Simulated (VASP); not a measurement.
# Bi (R-3m) in VASP: notebook, part 2 of 2

VASP 6.6.1. The steps go on from the part before.

**4. Single point, PBE**

This run uses another cell than the first one, of 33.67 Å³/atom, 0.960 times its volume.

INCAR

```
SYSTEM = Bi
PREC = Accurate
ENCUT = 520
EDIFF = 1E-6
ISMEAR = -1
SIGMA = 0.05
LREAL = .FALSE.
LASPH = .TRUE.
NELM = 100
ALGO = Normal
ISIF = 2
LWAVE = .FALSE.
LCHARG = .FALSE.
GGA = PE
NBANDS = 22
```

KPOINTS

```
regular mesh
0
G
  7 7 7
  0 0 0
```

POSCAR

```
Bi
1.0
    2.2368543514      1.2914484619      3.8847772595
   -2.2368543514      1.2914484619      3.8847772595
    0.0000000000     -2.5828969239      3.8847772595
Bi
2
Direct
    0.7660000000      0.7660000000      0.7660000000
    0.2340000000      0.2340000000      0.2340000000
```

Potentials or basis: VASP PAW PBE potentials, release 64 (Bi_d).

Started as:

```sh
cat potpaw_PBE.64/Bi_d/POTCAR > POTCAR
mpirun -np 1 vasp_std > vasp.out
```

OUTCAR:

```text
SYSTEM = Bi
   PREC = Accurate
   ENCUT = 520
   EDIFF = 1E-6
   ISMEAR = -1
   LREAL = .FALSE.
   LASPH = .TRUE.
   NELM = 100
   ISIF = 2
   GGA = PE

 ion  position               nearest neighbor table
   1  0.766  0.766  0.766-   2 3.02   2 3.02   2 3.02   2 3.47   2 3.47   2 3.47
   2  0.234  0.234  0.234-   1 3.02   1 3.02   1 3.02   1 3.47   1 3.47   1 3.47

  LATTYP: Found a trigonal (rhomboedric) cell.
 ALAT       =     4.6650670815
 COS(alpha) =     0.5401781303

  Lattice vectors:

 A1 = (   2.2368543514,   1.2914484619,   3.8847772595)
 A2 = (  -2.2368543514,   1.2914484619,   3.8847772595)
 A3 = (   0.0000000000,  -2.5828969239,   3.8847772595)

Analysis of symmetry for initial positions (statically):
=====================================================================
 Subroutine PRICEL returns:
 Original cell was already a primitive cell.

 Routine SETGRP: Setting up the symmetry group for a
 trigonal (rhombohedral) supercell.

 Subroutine GETGRP returns: Found 12 space group operations
 (whereof 12 operations were pure point group operations)
 out of a pool of 12 trial point group operations.

The static configuration has the point symmetry D_3d.

Analysis of symmetry for dynamics (positions and initial velocities):
=====================================================================
 Subroutine PRICEL returns:
 Original cell was already a primitive cell.

 Routine SETGRP: Setting up the symmetry group for a
 trigonal (rhombohedral) supercell.

 Subroutine GETGRP returns: Found 12 space group operations
 (whereof 12 operations were pure point group operations)
 out of a pool of 12 trial point group operations.

The dynamic configuration has the point symmetry D_3d.

 Subroutine INISYM returns: Found 12 space group operations
 (whereof 12 operations are pure point group operations),
 and found     1 'primitive' translations

[... 108 lines left out ...]
   EFERMI =   0.00;   METHOD = LEGACY
   ISMEAR =    -1;   SIGMA  =   0.05  broadening in eV -4-tet -1-fermi 0-gaus
   EFERMI_NEDOS =   21; number of points for ismear=-14 and -15
   IALGO  =     38    algorithm
   IMIX   =      4    mixing-type and parameters
     AMIX     =   0.40;   BMIX     =  1.00
     AMIX_MAG =   1.60;   BMIX_MAG =  1.00
  volume/ion in A,a.u.               =      33.67       227.19
  Fermi-wavevector in a.u.,A,eV,Ry     =   1.250368  2.362853 21.271624  1.563420
  Thomas-Fermi vector in A             =   2.384365
   LORBIT       =      0    0 simple, 1 ext, 2 COOP (PROOUT), +10 PAW based schemes
   GGA     = PE    functional components
   LHFCALC =     F    Hartree Fock is set to
   AEXX    =    0.0000 exact exchange contribution
   IVDW    =     0    specifies the selected vdW correction
   LEPSILON=     F    determine dielectric tensor
   LRPA    =     F    only Hartree local field effects (RPA)
 non-spin polarized calculation
  energy-cutoff  :      520.00
  volume of cell :       67.33
 maximum number of plane-waves:      1827
   NGX = 17   NGY = 17   NGZ = 17

 number of electron      30.0000001 magnetization

 Free energy of the ion-electron system (eV)
  ---------------------------------------------------
  ext. energy  EPLUGINS =         0.00000000
  ---------------------------------------------------
  free energy    TOTEN  =        -7.71789021 eV

  energy without entropy =       -7.71670647  energy(sigma->0) =       -7.71729834

 E-fermi :   6.7762     XC(G=0):  -9.7364

 val. band max:        6.6127960414   @ k =   0.4286   0.2857   0.2857
 cond. band min:       6.8989579301   @ k =   0.4286   0.0000  -0.0000
 fundamental gap:      0.2861618887
 Fermi energy:         6.7761598685

 k-point     1 :       0.0000    0.0000    0.0000
  band No.  band energies     occupation
      1     -16.1597      2.00000
      2     -16.1597      2.00000
      3     -15.9874      2.00000
      4     -15.9874      2.00000
      5     -15.9692      2.00000
      6     -15.7738      2.00000
[... 589 lines left out ...]
     21      15.1628      0.00000
     22      15.8879      0.00000

 [... further k-points ...]

------------------------ aborting loop because EDIFF is reached ----------------------------------------

  FORCE on cell =-STRESS in cart. coord.  units (eV):
  Direction    XX          YY          ZZ          XY          YZ          ZX
  --------------------------------------------------------------------------------------
  -------------------------------------------------------------------------------------
  Total        1.9324308      1.9324308      1.6858125      0.0000000     -0.0000000      0.0000000
  in kB       45.9814191     45.9814191     40.1132345      0.0000000     -0.0000000      0.0000000
  external PRESSURE =      44.0253576 kB  Pullay stress =       0.0000000 kB

 VOLUME and BASIS-vectors are now :
 -----------------------------------------------------------------------------
  energy-cutoff  :      520.00
  volume of cell :       67.33
      direct lattice vectors                 reciprocal lattice vectors
     2.236854351  1.291448462  3.884777259     0.223528188  0.129054060  0.085805005
    -2.236854351  1.291448462  3.884777259    -0.223528188  0.129054060  0.085805005
     0.000000000 -2.582896924  3.884777259     0.000000000 -0.258108119  0.085805005

 POSITION                                       TOTAL-FORCE (eV/Angst)
 -----------------------------------------------------------------------------------
      0.00000     -0.00000      8.92722         0.000000      0.000000     -0.407456
      0.00000     -0.00000      2.72711         0.000000     -0.000000      0.407456
 -----------------------------------------------------------------------------------
    total drift:                               -0.000000      0.000000     -0.000000

  FREE ENERGIE OF THE ION-ELECTRON SYSTEM (eV)
  ---------------------------------------------------
  free  energy   TOTEN  =        -7.7178902056 eV

  energy  without entropy=       -7.7167064690  energy(sigma->0) =       -7.71729834
```

OSZICAR:

```text
N       E                     dE             d eps       ncg     rms          rms(c)
DAV:   1     0.310673872385E+03    0.31067E+03   -0.16217E+04  1936   0.167E+03
DAV:   2     0.188342133112E+02   -0.29184E+03   -0.28450E+03  1954   0.445E+02
DAV:   3    -0.681515656173E+01   -0.25649E+02   -0.25409E+02  2344   0.144E+02
DAV:   4    -0.768668106765E+01   -0.87152E+00   -0.87120E+00  2370   0.291E+01
DAV:   5    -0.772306609340E+01   -0.36385E-01   -0.36384E-01  2808   0.537E+00    0.109E+00
DAV:   6    -0.771878694887E+01    0.42791E-02   -0.16195E-02  2564   0.134E+00    0.650E-01
DAV:   7    -0.771765826839E+01    0.11287E-02   -0.11114E-02  2478   0.119E+00    0.109E-01
DAV:   8    -0.771787303298E+01   -0.21476E-03   -0.14248E-03  2254   0.409E-01    0.219E-02
DAV:   9    -0.771789144446E+01   -0.18411E-04   -0.56358E-05  2810   0.592E-02    0.979E-03
DAV:  10    -0.771788970349E+01    0.17410E-05   -0.74359E-06  2158   0.273E-02    0.168E-03
DAV:  11    -0.771789020560E+01   -0.50212E-06   -0.53248E-07  1676   0.673E-03
   1 F= -.77178902E+01 E0= -.77172983E+01  d E =-.118374E-02
```

It took 21 s on 1 thread of Intel Xeon 6975P-C (Granite Rapids), shared host; peak memory 0.22 GiB.

Results:

```yaml
Free_energy: -7.7179 eV
Pressure: 4.4 GPa
Largest_force: 0.407 eV/Å
Band_gap_on_the_k_mesh: 0.29 eV, indirect (least direct gap 0.55 eV)
```

Forces in eV/Å, atoms in the order of the input:
```
Bi   0.000  0.000 -0.407
Bi   0.000  0.000  0.407
```

Levels at points of the mesh, in eV from the valence-band top:
```csv
k point,band 13,band 14,band 15,band 16,band 17,band 18
"(0.00, 0.00, 0.00)",-1.32,-1.04,-1.04,2.80,3.31,3.31
```

Caveat: spin-orbit coupling is left out, which moves the levels of the heavy elements. A k mesh can miss the band edges.

**5. Single point, PBE**

This run uses another cell than the first one, of 34.37 Å³/atom, 0.980 times its volume.

INCAR

```
SYSTEM = Bi
  PREC = Accurate
  ENCUT = 520
  EDIFF = 1E-7
  ISMEAR = -1
  SIGMA = 0.05
  LREAL = .FALSE.
  LASPH = .TRUE.
  NELM = 60
  ALGO = Normal
  ISIF = 2
  LWAVE = .FALSE.
  LCHARG = .FALSE.
  GGA = PE
  NBANDS = 22
```

KPOINTS

```
Automatic mesh
0
G
  7 7 7
  0 0 0
```

POSCAR

```
Bi
1.0
    2.2522814206      1.3003552845      3.9115696734
   -2.2522814206      1.3003552845      3.9115696734
    0.0000000000     -2.6007105690      3.9115696734
Bi
2
Direct
    0.7660000000      0.7660000000      0.7660000000
    0.2340000000      0.2340000000      0.2340000000
```

Started as:

```sh
cat potpaw_PBE.64/Bi_d/POTCAR > POTCAR
mpirun -np 1 vasp_std > vasp.out
```

It took 21 s on 1 thread of Intel Xeon 6975P-C (Granite Rapids), shared host; peak memory 0.23 GiB.

It converged, with:

```yaml
Free_energy: -7.7515 eV
Pressure: 3.2 GPa
Largest_force: 0.303 eV/Å
Band_gap_on_the_k_mesh: 0.28 eV, indirect (least direct gap 0.54 eV)
```

Forces on the atoms (eV/Å):
```
Bi   0.000  0.000 -0.303
Bi   0.000  0.000  0.303
```

Stress tensor (GPa, compression positive):
```
3.29 0.00 0.00
0.00 3.29 0.00
0.00 0.00 2.90
```

Levels at points of the mesh, in eV from the valence-band top:
| k point | band 11 | band 12 | band 13 | band 14 | band 15 | band 16 | band 17 | band 18 | band 19 | band 20 |
| --- | --- | --- | --- | --- | --- | --- | --- | --- | --- | --- |
| (0.00, 0.00, 0.00) | -13.01 | -7.12 | -1.27 | -1.01 | -1.01 | 2.78 | 3.26 | 3.26 | 5.91 | 6.04 |

Caveat: spin-orbit coupling is left out, which moves the levels of the heavy elements.

**6. Single point, PBE**

This run uses another cell than the first one, of 35.77 Å³/atom, 1.020 times its volume.

INCAR

```
ALGO     = Normal         # electronic algorithm
EDIFF    = 1E-6           # SCF threshold, eV
ENCUT    = 520            # plane-wave cutoff, eV
GGA      = PE             # functional
ISIF     = 2              # what is computed and relaxed
ISMEAR   = -1             # smearing method
LASPH    = T              # aspherical terms in the spheres
LCHARG   = F              # write CHGCAR
LREAL    = F              # projectors in reciprocal space
LWAVE    = F              # write WAVECAR
NBANDS   = 22             # bands
NELM     = 100            # most SCF steps
PREC     = Accurate       # precision mode
SIGMA    = 0.05           # smearing width, eV
```

KPOINTS

```
k-points
0
Gamma
  7 7 7
```

POSCAR

```
Bi
1.0
    2.2825169939      1.3178118009      3.9640802302
   -2.2825169939      1.3178118009      3.9640802302
    0.0000000000     -2.6356236018      3.9640802302
Bi
2
Direct
    0.7660000000      0.7660000000      0.7660000000
    0.2340000000      0.2340000000      0.2340000000
```

Potentials or basis: VASP PAW PBE potentials, release 64 (Bi_d).

Started as:

```sh
cat potpaw_PBE.64/Bi_d/POTCAR > POTCAR
mpirun -np 1 vasp_std > vasp.out
```

Run time: 20 s. Hardware: 1 thread of Intel Xeon 6975P-C (Granite Rapids), shared host; peak memory 0.22 GiB.

Results (log left out):

- Free energy: -7.7888 eV
- Pressure: 1.0 GPa
- Largest force: 0.115 eV/Å
- Band gap on the k mesh: 0.26 eV, indirect (least direct gap 0.52 eV)

Forces on the atoms (eV/Å):
```
Bi   0.000  0.000 -0.115
Bi   0.000  0.000  0.115
```

Levels at points of the mesh, in eV from the valence-band top:
```tsv
k point	band 13	band 14	band 15	band 16	band 17	band 18
(0.00, 0.00, 0.00)	-1.20	-0.95	-0.95	2.72	3.17	3.17
```

Caveat: spin-orbit coupling is left out, which moves the levels of the heavy elements. A k mesh can miss the band edges.

**7. Summary**

| level | cell | gap on the mesh (eV) | pressure (GPa) | largest force (eV/Å) |
| --- | --- | --- | --- | --- |
| PBEsol | a = 4.729 Å, angles 57.3°, 2 atoms | 0.26 | -0.4 | 0.14 |
| PBE | a = 4.632 Å, angles 57.3°, 2 atoms | 0.30 | 5.8 | 0.52 |
| PBE | a = 4.665 Å, angles 57.3°, 2 atoms | 0.29 | 4.4 | 0.41 |
| PBE | a = 4.697 Å, angles 57.3°, 2 atoms | 0.28 | 3.2 | 0.30 |
| PBE | a = 4.760 Å, angles 57.3°, 2 atoms | 0.26 | 1.0 | 0.12 |

Alike in all rows: task single point; potentials or basis VASP PAW PBE potentials, release 64 (Bi_d); no spin polarisation; k mesh 7 × 7 × 7; cutoff (eV) 520; smearing fermi-dirac 0.05 eV.

Caveats: spin-orbit coupling is left out, which moves the levels of the heavy elements; the PAW data sets were made with another functional, which shifts forces and pressure a little (some runs).

Total energies depend on the potentials used, so only differences within one code and one set of settings carry meaning.
